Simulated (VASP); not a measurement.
# NaF in VASP: a series of runs

NaF is run at these levels: r2SCAN, HSE06; tasks: single point.

All numbers are computed with VASP 6.6.1; they aren't measurements. Logs are shortened: lines on timing, memory, paths and dates and some standing lists are left out, and cuts for length are marked.

## (1) The cell of the first run

It takes space group I4/mmm (No. 139, tetragonal). Conventional cell: a = 3.249 Å, b = 3.249 Å, c = 4.824 Å, α = 90.00°, β = 90.00°, γ = 90.00°. Na (site symmetry 4/mmm) has 6 F at 2.30 to 2.41 Å within 3.0 Å. Within 3.0 Å of F (site symmetry 4/mmm) lie 6 Na at 2.30 to 2.41 Å.

## (2) Single point, r2SCAN (uniaxial x strain +5.0%)

POSCAR reads:

```
NaF
1.0
    0.0000000000      2.2971680842      2.2971680842
    2.4120264884      0.0000000000      2.2971680842
    2.4120264884      2.2971680842      0.0000000000
Na F
1 1
Direct
    0.0000000000      0.0000000000      0.0000000000
    0.5000000000      0.5000000000      0.5000000000
```

INCAR.step1 reads:

```
SYSTEM = NaF
  PREC = Accurate
  ENCUT = 520
  ISMEAR = 0
  SIGMA = 0.01
  LREAL = .False.
  LASPH = .True.
  NELM = 60
  NBANDS = 14
  GGA = PE
  ALGO = Normal
  EDIFF = 1E-4
  LWAVE = .True.
  LCHARG = .False.
```

INCAR.step2 reads:

```
SYSTEM = NaF
  PREC = Accurate
  ENCUT = 520
  EDIFF = 1E-6
  ISMEAR = 0
  SIGMA = 0.01
  LREAL = .False.
  LASPH = .True.
  NELM = 60
  ALGO = Normal
  ISIF = 2
  LWAVE = .False.
  LCHARG = .True.
  METAGGA = R2SCAN
  LMIXTAU = .True.
  LELF = .True.
  LVHAR = .True.
  NBANDS = 14
  ISTART = 1
```

KPOINTS reads:

```
regular mesh
0
Gamma
  10 10 10
  0 0 0
```

Potentials or basis: VASP PAW PBE potentials, release 64 (Na_pv, F).

The run is started by

```
cat potpaw_PBE.64/Na_pv/POTCAR potpaw_PBE.64/F/POTCAR > POTCAR
cp INCAR.step1 INCAR
mpirun -np 1 vasp_std > vasp.out
cp INCAR.step2 INCAR
mpirun -np 1 vasp_std > vasp.out
```

OUTCAR:

```text
SYSTEM = NaF
   PREC = Accurate
   ENCUT = 520
   EDIFF = 1E-6
   ISMEAR = 0
   LREAL = .False.
   LASPH = .True.
   NELM = 60
   ISIF = 2
   METAGGA = R2SCAN
   ISTART = 1

 ion  position               nearest neighbor table
   1  0.000  0.000  0.000-   2 2.30   2 2.30   2 2.30   2 2.30
   2  0.500  0.500  0.500-   1 2.30   1 2.30   1 2.30   1 2.30

  LATTYP: Found a body centered tetragonal cell.
 ALAT       =     3.2486862597
 C/A-ratio  =     1.4849242405

  Lattice vectors:

 A1 = (   2.4120264884,   0.0000000000,   2.2971680842)
 A2 = (   2.4120264884,   0.0000000000,  -2.2971680842)
 A3 = (  -2.4120264884,   2.2971680842,   0.0000000000)

Analysis of symmetry for initial positions (statically):
=====================================================================
 Subroutine PRICEL returns:
 Original cell was already a primitive cell.

 Routine SETGRP: Setting up the symmetry group for a
 body centered tetragonal supercell.

 Subroutine GETGRP returns: Found 16 space group operations
 (whereof 16 operations were pure point group operations)
 out of a pool of 16 trial point group operations.

The static configuration has the point symmetry D_4h.

Analysis of symmetry for dynamics (positions and initial velocities):
=====================================================================
 Subroutine PRICEL returns:
 Original cell was already a primitive cell.

 Routine SETGRP: Setting up the symmetry group for a
 body centered tetragonal supercell.

 Subroutine GETGRP returns: Found 16 space group operations
 (whereof 16 operations were pure point group operations)
 out of a pool of 16 trial point group operations.

The dynamic configuration has the point symmetry D_4h.

 Subroutine INISYM returns: Found 16 space group operations
 (whereof 16 operations are pure point group operations),
 and found     1 'primitive' translations

----------------------------------------------------------------------------------------

                                     Primitive cell

  volume of cell :      25.4564

  direct lattice vectors                    reciprocal lattice vectors
     0.000000000  2.297168084  2.297168084    -0.207294573  0.217659301  0.217659301
     2.412026488  0.000000000  2.297168084     0.207294573 -0.217659301  0.217659301
     2.412026488  2.297168084  0.000000000     0.207294573  0.217659301 -0.217659301

  length of vectors
     3.248686260  3.330893722  3.330893722     0.371109394  0.371109394  0.371109394

  position of ions in fractional coordinates (direct lattice)
     0.000000000  0.000000000  0.000000000
     0.500000000  0.500000000  0.500000000

  ion indices of the primitive-cell ions
   primitive index   ion index
                 1           1
                 2           2

----------------------------------------------------------------------------------------

 KPOINTS: regular mesh

Automatic generation of k-mesh.
 Grid dimensions read from file:
 generate k-points for:   10   10   10

 Generating k-lattice:

  Cartesian coordinates                     Fractional coordinates (reciprocal lattice)
    -0.020729457  0.021765930  0.021765930     0.100000000  0.000000000  0.000000000
     0.020729457 -0.021765930  0.021765930     0.000000000  0.100000000  0.000000000
     0.020729457  0.021765930 -0.021765930     0.000000000  0.000000000  0.100000000

  Length of vectors
     0.037110939  0.037110939  0.037110939

  Shift w.r.t. Gamma in fractional coordinates (k-lattice)
     0.000000000  0.000000000  0.000000000

 Subroutine IBZKPT returns following result:
 ===========================================

 Found    102 irreducible k-points:

 Following reciprocal coordinates:
            Coordinates               Weight
  0.000000  0.000000  0.000000      1.000000
  0.100000  0.000000  0.000000      8.000000
  0.200000  0.000000  0.000000      8.000000
  0.300000  0.000000  0.000000      8.000000
  0.400000  0.000000  0.000000      8.000000
  0.500000  0.000000  0.000000      4.000000
[... 16 lines left out ...]
  0.300000  0.300000  0.000000      4.000000
  0.400000  0.300000  0.000000     16.000000
 [... further k-points ...]
   k-points           NKPTS =    102   k-points in BZ     NKDIM =    102   number of bands    NBANDS=     14
   number of dos      NEDOS =    301   number of ions     NIONS =      2
   total plane-waves  NPLWV =  18816
   dimension x,y,z NGX =    24 NGY =   28 NGZ =   28
   dimension x,y,z NGXF=    48 NGYF=   56 NGZF=   56
   ions per type =               1   1
   NGX,Y,Z   is equivalent  to a cutoff of  12.28, 13.97, 13.97 a.u.
   NGXF,Y,Z  is equivalent  to a cutoff of  24.56, 27.95, 27.95 a.u.
 SYSTEM =  NaF
   PREC   = accura    normal or accurate (medium, high low for compatibility)
   ISTART =      1    job   : 0-new  1-cont  2-samecut
   ICHARG =      0    charge: 1-file 2-atom 10-const
   ISPIN  =      1    spin polarized calculation?
   LNONCOLLINEAR =      F non collinear calculations
   LSORBIT =      F    spin-orbit coupling
   LASPH  =      T    aspherical Exc in radial PAW
   ENCUT  =  520.0 eV  38.22 Ry    6.18 a.u.   6.04  6.19  6.19*2*pi/ulx,y,z
   NELM   =     60;   NELMIN=  2; NELMDL=  0     # of ELM steps
   EDIFF  = 0.1E-05   stopping-criterion for ELM
   LREAL  =      F    real-space projection
[... 7 lines left out ...]
   TEBEG  =    0.0;   TEEND  =   0.0 temperature during run
   PSTRESS=    0.0 pullay stress
   NELECT =      14.0000    total number of electrons
   NUPDOWN=      -1.0000    fix difference up-down
   EMIN   =  10.00;   EMAX   =-10.00  energy-range for DOS
   EFERMI =   0.00;   METHOD = LEGACY
   ISMEAR =     0;   SIGMA  =   0.01  broadening in eV -4-tet -1-fermi 0-gaus
   EFERMI_NEDOS =   21; number of points for ismear=-14 and -15
   IALGO  =     38    algorithm
   IMIX   =      4    mixing-type and parameters
     AMIX     =   0.40;   BMIX     =  1.00
     AMIX_MAG =   1.60;   BMIX_MAG =  1.00
  volume/ion in A,a.u.               =      12.73        85.89
  Fermi-wavevector in a.u.,A,eV,Ry     =   1.341276  2.534645 24.477188  1.799023
  Thomas-Fermi vector in A             =   2.469523
   LORBIT       =      0    0 simple, 1 ext, 2 COOP (PROOUT), +10 PAW based schemes
   METAGGA = R2SCAN    functional components
   LHFCALC =     F    Hartree Fock is set to
   AEXX    =    0.0000 exact exchange contribution
   IVDW    =     0    specifies the selected vdW correction
   LEPSILON=     F    determine dielectric tensor
   LRPA    =     F    only Hartree local field effects (RPA)
 non-spin polarized calculation
 Gauss-broadening in eV      SIGMA  =   0.01
  energy-cutoff  :      520.00
  volume of cell :       25.46
 maximum number of plane-waves:       701
   NGX = 13   NGY = 13   NGZ = 13

 number of electron      14.0000003 magnetization

 Free energy of the ion-electron system (eV)
  ---------------------------------------------------
  ext. energy  EPLUGINS =         0.00000000
  ---------------------------------------------------
  free energy    TOTEN  =       -12.58223601 eV

  energy without entropy =      -12.58223601  energy(sigma->0) =      -12.58223601

 E-fermi :  -2.6904     XC(G=0):  -9.6486

 val. band max:       -2.8199868147   @ k =   0.0000   0.0000   0.0000
 cond. band min:       4.2164374811   @ k =   0.0000   0.0000   0.0000
 fundamental gap:      7.0364242958
 Fermi energy:        -2.6903807223

 k-point     1 :       0.0000    0.0000    0.0000
  band No.  band energies     occupation
      1     -23.0825      2.00000
      2     -22.3934      2.00000
      3     -22.3754      2.00000
      4     -22.3754      2.00000
      5      -2.8211      2.00000
      6      -2.8200      2.00000
      7      -2.8200      2.00000
      8       4.2164      0.00000
      9      16.5967      0.00000
     10      16.9297      0.00000
     11      16.9307      0.00000
     12      19.4114      0.00000
     13      21.3207      0.00000
     14      22.7087      0.00000

 k-point     2 :       0.1000    0.0000    0.0000
  band No.  band energies     occupation
      1     -23.1421      2.00000
      2     -22.3920      2.00000
      3     -22.3758      2.00000
      4     -22.3063      2.00000
      5      -3.0010      2.00000
      6      -2.8475      2.00000
      7      -2.8429      2.00000
      8       4.5640      0.00000
      9      15.4962      0.00000
     10      16.8610      0.00000
     11      17.1109      0.00000
     12      20.9303      0.00000
     13      21.0407      0.00000
     14      22.3330      0.00000

 k-point     3 :       0.2000    0.0000    0.0000
  band No.  band energies     occupation
      1     -23.2639      2.00000
      2     -22.3958      2.00000
      3     -22.3769      2.00000
      4     -22.1532      2.00000
      5      -3.4240      2.00000
      6      -2.9167      2.00000
      7      -2.9026      2.00000
      8       5.4719      0.00000
      9      13.7566      0.00000
     10      17.2528      0.00000
     11      17.5979      0.00000
     12      20.5113      0.00000
     13      21.6800      0.00000
     14      22.4366      0.00000
[... 324 lines left out ...]
 k-point    23 :       0.3000    0.3000    0.0000
  band No.  band energies     occupation
      1     -23.2143      2.00000
      2     -22.4205      2.00000
      3     -22.4131      2.00000
      4     -22.1383      2.00000
      5      -3.8310      2.00000
      6      -3.1284      2.00000
      7      -3.0787      2.00000
      8       7.5259      0.00000
      9      12.0054      0.00000
     10      16.3375      0.00000
     11      17.3477      0.00000
     12      17.6128      0.00000
     13      23.7651      0.00000
     14      24.2350      0.00000

 k-point    24 :       0.4000    0.3000    0.0000
  band No.  band energies     occupation
      1     -23.1697      2.00000
      2     -22.4268      2.00000
      3     -22.4202      2.00000
      4     -22.1730      2.00000
      5      -3.9365      2.00000
      6      -3.2157      2.00000
      7      -3.1444      2.00000
      8       8.5622      0.00000
      9      11.4606      0.00000
     10      15.1320      0.00000
     11      17.4632      0.00000
     12      17.7658      0.00000
     13      23.5920      0.00000
     14      24.4464      0.00000

 [... further k-points ...]
[... 5 lines left out ...]
  --------------------------------------------------------------------------------------
  -------------------------------------------------------------------------------------
  Total       -0.7763842     -0.2325210     -0.2325210      0.0000000      0.0000000     -0.0000000
  in kB      -48.8640697    -14.6344083    -14.6344083      0.0000000      0.0000000     -0.0000000
  external PRESSURE =     -26.0442954 kB  Pullay stress =       0.0000000 kB

 VOLUME and BASIS-vectors are now :
 -----------------------------------------------------------------------------
  energy-cutoff  :      520.00
  volume of cell :       25.46
      direct lattice vectors                 reciprocal lattice vectors
     0.000000000  2.297168084  2.297168084    -0.207294573  0.217659301  0.217659301
     2.412026488  0.000000000  2.297168084     0.207294573 -0.217659301  0.217659301
     2.412026488  2.297168084  0.000000000     0.207294573  0.217659301 -0.217659301

 POSITION                                       TOTAL-FORCE (eV/Angst)
 -----------------------------------------------------------------------------------
      0.00000      0.00000      0.00000        -0.000000     -0.000000     -0.000000
      2.41203      2.29717      2.29717         0.000000      0.000000      0.000000
 -----------------------------------------------------------------------------------
    total drift:                                0.000000     -0.000000      0.000000

  FREE ENERGIE OF THE ION-ELECTRON SYSTEM (eV)
  ---------------------------------------------------
  free  energy   TOTEN  =       -12.5822360091 eV

  energy  without entropy=      -12.5822360091  energy(sigma->0) =      -12.58223601
```

It took 67 s on 1 thread of Intel Xeon Platinum 8559C (Emerald Rapids), shared host; peak memory 0.17 GiB.

What came out:

| Property | Result |
| --- | --- |
| Free energy | -12.5822 eV |
| Pressure | -2.6 GPa |
| Band gap on the k mesh | 7.04 eV |

Stress tensor (GPa, compression positive):
```
-4.89  0.00  0.00
 0.00 -1.46  0.00
 0.00  0.00 -1.46
```

Levels at points of the mesh, in eV from the valence-band top:
```
           k point  band 3  band 4  band 5  band 6  band 7  band 8  band 9  band 10  band 11  band 12
(0.00, 0.00, 0.00)  -19.56  -19.56    0.00    0.00    0.00    7.04   19.42    19.75    19.75    22.23
(0.50, 0.00, 0.00)  -19.56  -19.03   -1.50   -0.27   -0.24   11.47   13.20    20.73    21.63    23.26
(0.50, 0.50, 0.00)  -19.62  -19.61   -1.20   -0.45   -0.38   13.69   14.08    14.67    20.37    20.87
(0.00, 0.50, 0.50)  -19.59  -19.59   -1.27   -0.34   -0.34   13.42   14.16    14.51    21.18    21.18
```

Caveat: the cell differs from its parent crystal (uniaxial x strain +5.0%); the PAW data sets were made with another functional, which shifts forces and pressure a little.

(Continued in part 2 of 2.)
